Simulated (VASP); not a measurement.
# Rb3Sr (Pm-3m) in VASP: single point with PBE

Aim: the single point of Rb3Sr with PBE.

Program: VASP 6.6.1. These are calculated values, not measurements. Logs are shortened: lines on timing, memory, paths and dates and some standing lists are left out, and cuts for length are marked.

## 1. The cell of the first run

The structure is cubic, space group Pm-3m (No. 221). The conventional cell has a = 6.829 Å, b = 6.829 Å, c = 6.829 Å, α = 90.00°, β = 90.00°, γ = 90.00°.

## 2. Single point, PBE

The input, INCAR:

```
SYSTEM = Rb3Sr
PREC = Accurate ; ENCUT = 520
EDIFF = 1E-6 ; ISMEAR = -1
SIGMA = 0.15 ; LREAL = .FALSE.
LASPH = .TRUE. ; NELM = 60
ALGO = Normal ; ISIF = 2
LWAVE = .FALSE. ; LCHARG = .FALSE.
GGA = PE ; NBANDS = 26
```

The input, KPOINTS:

```
regular mesh
0
G
  4 4 4
  0 0 0
```

The input, POSCAR:

```
Rb3Sr
1.0
    6.8286400000      0.0000000000      0.0000000000
    0.0000000000      6.8286400000      0.0000000000
    0.0000000000      0.0000000000      6.8286400000
Rb Sr
3 1
Direct
    0.5000000000      0.0000000000      0.0000000000
    0.0000000000      0.5000000000      0.0000000000
    0.0000000000      0.0000000000      0.5000000000
    0.5000000000      0.5000000000      0.5000000000
```

Potentials or basis: VASP PAW PBE potentials, release 64 (Rb_sv, Sr_sv).

On the command line:

```bash
> cat potpaw_PBE.64/Rb_sv/POTCAR potpaw_PBE.64/Sr_sv/POTCAR > POTCAR
> mpirun -np 1 vasp_std > vasp.out
```

OUTCAR:

```text
SYSTEM = Rb3Sr
   PREC = Accurate
   ENCUT = 520
   EDIFF = 1E-6
   ISMEAR = -1
   LREAL = .FALSE.
   LASPH = .TRUE.
   NELM = 60
   ISIF = 2
   GGA = PE

 ion  position               nearest neighbor table
   1  0.500  0.000  0.000-   2 4.83   3 4.83   4 4.83   3 4.83   4 4.83   2 4.83   4 4.83   4 4.83
                             2 4.83   3 4.83   3 4.83   2 4.83
   2  0.000  0.500  0.000-   1 4.83   3 4.83   4 4.83   3 4.83   4 4.83   1 4.83   3 4.83   3 4.83
                             1 4.83   4 4.83   4 4.83   1 4.83
   3  0.000  0.000  0.500-   1 4.83   2 4.83   4 4.83   1 4.83   2 4.83   2 4.83   4 4.83   2 4.83
                             1 4.83   4 4.83   1 4.83   4 4.83
   4  0.500  0.500  0.500-   1 4.83   2 4.83   3 4.83   1 4.83   2 4.83   1 4.83   3 4.83   1 4.83
                             2 4.83   3 4.83   2 4.83   3 4.83

  LATTYP: Found a simple cubic cell.
 ALAT       =     6.8286400000

  Lattice vectors:

 A1 = (   6.8286400000,   0.0000000000,   0.0000000000)
 A2 = (   0.0000000000,   6.8286400000,   0.0000000000)
 A3 = (   0.0000000000,   0.0000000000,   6.8286400000)

Analysis of symmetry for initial positions (statically):
=====================================================================
 Subroutine PRICEL returns:
 Original cell was already a primitive cell.

 Routine SETGRP: Setting up the symmetry group for a
 simple cubic supercell.

 Subroutine GETGRP returns: Found 48 space group operations
 (whereof 48 operations were pure point group operations)
 out of a pool of 48 trial point group operations.

The static configuration has the point symmetry O_h .

Analysis of symmetry for dynamics (positions and initial velocities):
=====================================================================
 Subroutine PRICEL returns:
 Original cell was already a primitive cell.

 Routine SETGRP: Setting up the symmetry group for a
 simple cubic supercell.

 Subroutine GETGRP returns: Found 48 space group operations
 (whereof 48 operations were pure point group operations)
 out of a pool of 48 trial point group operations.

The dynamic configuration has the point symmetry O_h .

 Subroutine INISYM returns: Found 48 space group operations
 (whereof 48 operations are pure point group operations),
 and found     1 'primitive' translations

----------------------------------------------------------------------------------------
[... 80 lines left out ...]
   ENCUT  =  520.0 eV  38.22 Ry    6.18 a.u.  12.70 12.70 12.70*2*pi/ulx,y,z
   NELM   =     60;   NELMIN=  2; NELMDL= -5     # of ELM steps
   EDIFF  = 0.1E-05   stopping-criterion for ELM
   LREAL  =      F    real-space projection
   EDIFFG = 0.1E-04   stopping-criterion for IOM
   NSW    =      0    number of steps for IOM
   IBRION =     -1    ionic relax: 0-MD 1-quasi-New 2-CG
   NFREE  =      0    steps in history (QN), initial steepest desc. (CG)
   ISIF   =      2    stress and relaxation
   ISYM   =      2    0-nonsym 1-usesym 2-fastsym
   POTIM  = 0.5000    time-step for ionic-motion
   TEBEG  =    0.0;   TEEND  =   0.0 temperature during run
   PSTRESS=    0.0 pullay stress
   NELECT =      37.0000    total number of electrons
   NUPDOWN=      -1.0000    fix difference up-down
   EMIN   =  10.00;   EMAX   =-10.00  energy-range for DOS
   EFERMI =   0.00;   METHOD = LEGACY
   ISMEAR =    -1;   SIGMA  =   0.15  broadening in eV -4-tet -1-fermi 0-gaus
   EFERMI_NEDOS =   21; number of points for ismear=-14 and -15
   IALGO  =     38    algorithm
   IMIX   =      4    mixing-type and parameters
     AMIX     =   0.40;   BMIX     =  1.00
     AMIX_MAG =   1.60;   BMIX_MAG =  1.00
  volume/ion in A,a.u.               =      79.61       537.20
  Fermi-wavevector in a.u.,A,eV,Ry     =   0.798867  1.509640  8.683083  0.638189
  Thomas-Fermi vector in A             =   1.905861
   LORBIT       =      0    0 simple, 1 ext, 2 COOP (PROOUT), +10 PAW based schemes
   GGA     = PE    functional components
   LHFCALC =     F    Hartree Fock is set to
   AEXX    =    0.0000 exact exchange contribution
   IVDW    =     0    specifies the selected vdW correction
   LEPSILON=     F    determine dielectric tensor
   LRPA    =     F    only Hartree local field effects (RPA)
 non-spin polarized calculation
  energy-cutoff  :      520.00
  volume of cell :      318.42
 maximum number of plane-waves:      8601
 NGX is ok and might be reduce to    54
   NGX = 25   NGY = 25   NGZ = 25

 number of electron      37.0000000 magnetization

 Free energy of the ion-electron system (eV)
  ---------------------------------------------------
  ext. energy  EPLUGINS =         0.00000000
  ---------------------------------------------------
  free energy    TOTEN  =        -4.07826315 eV

  energy without entropy =       -3.76082251  energy(sigma->0) =       -3.91954283

 E-fermi :   0.2955     XC(G=0):  -5.9317

 val. band max:        0.1634519651   @ k =   0.2500   0.2500   0.0000
 cond. band min:       0.2991630847   @ k =   0.5000   0.5000   0.5000
 fundamental gap:      0.1357111196
 Fermi energy:         0.2954592535

 k-point     1 :       0.0000    0.0000    0.0000
  band No.  band energies     occupation
      1     -37.3918      2.00000
      2     -28.3078      2.00000
      3     -28.3005      2.00000
      4     -28.3005      2.00000
      5     -19.3288      2.00000
      6     -19.3288      2.00000
[... 279 lines left out ...]
     25       2.1925      0.00001
     26       2.1925      0.00001

------------------------ aborting loop because EDIFF is reached ----------------------------------------

  FORCE on cell =-STRESS in cart. coord.  units (eV):
  Direction    XX          YY          ZZ          XY          YZ          ZX
  --------------------------------------------------------------------------------------
  -------------------------------------------------------------------------------------
  Total        0.0640458      0.0640458      0.0640458      0.0000000      0.0000000     -0.0000000
  in kB        0.3222540      0.3222540      0.3222540      0.0000000      0.0000000     -0.0000000
  external PRESSURE =       0.3222540 kB  Pullay stress =       0.0000000 kB

 VOLUME and BASIS-vectors are now :
 -----------------------------------------------------------------------------
  energy-cutoff  :      520.00
  volume of cell :      318.42
      direct lattice vectors                 reciprocal lattice vectors
     6.828640000  0.000000000  0.000000000     0.146442044  0.000000000  0.000000000
     0.000000000  6.828640000  0.000000000     0.000000000  0.146442044  0.000000000
     0.000000000  0.000000000  6.828640000     0.000000000  0.000000000  0.146442044

 POSITION                                       TOTAL-FORCE (eV/Angst)
 -----------------------------------------------------------------------------------
      3.41432      0.00000      0.00000         0.000000      0.000000      0.000000
      0.00000      3.41432      0.00000         0.000000      0.000000      0.000000
      0.00000      0.00000      3.41432         0.000000      0.000000      0.000000
      3.41432      3.41432      3.41432         0.000000      0.000000      0.000000
 -----------------------------------------------------------------------------------
    total drift:                                0.000000     -0.000000      0.000000

  FREE ENERGIE OF THE ION-ELECTRON SYSTEM (eV)
  ---------------------------------------------------
  free  energy   TOTEN  =        -4.0782631511 eV

  energy  without entropy=       -3.7608225059  energy(sigma->0) =       -3.91954283
```

Run time: 66 s. Hardware: 1 thread of Intel Xeon Platinum 8375C at 2.90GHz (Ice Lake), shared host; peak memory 0.43 GiB.

Results:

```
Free energy            : -4.0783 eV
Pressure               : 0.0 GPa
Band gap on the k mesh : zero (an odd number of electrons rules out a gap without spin polarisation)
```

Levels at points of the mesh, in eV from the Fermi level:
```
           k point  band 15  band 16  band 17  band 18  band 19  band 20  band 21  band 22
(0.00, 0.00, 0.00)   -12.65   -12.65    -2.42     0.26     0.26     0.36     1.18     1.18
(0.50, 0.00, 0.00)   -12.66   -12.66    -1.67    -1.18     0.66     1.09     1.13     1.13
(0.50, 0.50, 0.00)   -12.67   -12.64    -1.09    -0.44    -0.44    -0.28     1.24     1.24
(0.50, 0.50, 0.50)   -12.64   -12.64    -0.85     0.00     0.00     0.00     0.41     0.41
```

The gap in the log of VASP goes by the Fermi energy; the results here count the filled bands.